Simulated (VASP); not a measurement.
Here is a VASP 6.6.1 calculation.

File POSCAR:

```
CaO
1.0
    2.7597904419      0.0000000000      0.0000000000
    0.0000000000      2.7597904419      0.0000000000
    0.0000000000      0.0000000000      2.9032089648
Ca O
1 1
Direct
    0.0000000000      0.0000000000      0.0000000000
    0.5000000000      0.5000000000      0.5000000000
```

The input INCAR.step1:

```
SYSTEM = CaO
  PREC = Accurate
  ENCUT = 520
  ISMEAR = 0
  SIGMA = 0.01
  LREAL = .False.
  LASPH = .True.
  NELM = 60
  NBANDS = 15
  GGA = PE
  ALGO = Normal
  EDIFF = 1E-4
  LWAVE = .True.
  LCHARG = .False.
```

File INCAR.step2:

```
SYSTEM = CaO
  PREC = Accurate
  ENCUT = 520
  EDIFF = 1E-6
  ISMEAR = 0
  SIGMA = 0.01
  LREAL = .False.
  LASPH = .True.
  NELM = 60
  ALGO = Normal
  ISIF = 2
  LWAVE = .False.
  LCHARG = .False.
  METAGGA = R2SCAN
  LMIXTAU = .True.
  NBANDS = 15
  ISTART = 1
```

File KPOINTS:

```
regular mesh
0
Gamma
  8 8 8
  0 0 0
```

Potentials or basis: VASP PAW PBE potentials, release 64 (Ca_sv, O).

Run with:

```bash
$ cat potpaw_PBE.64/Ca_sv/POTCAR potpaw_PBE.64/O/POTCAR > POTCAR
$ cp INCAR.step1 INCAR
$ mpirun -np 1 vasp_std > vasp.out
$ cp INCAR.step2 INCAR
$ mpirun -np 1 vasp_std > vasp.out
```

(1) What does it give for the band gap on the k mesh?

(2) What does it give for the pressure?

Answers

(1) 3.02 eV, indirect (least direct gap 3.29 eV).

(2) 17.0 GPa.

Caveat: the cell differs from its parent crystal (biaxial xy strain -4.9%); the PAW data sets were made with another functional, which shifts forces and pressure a little.
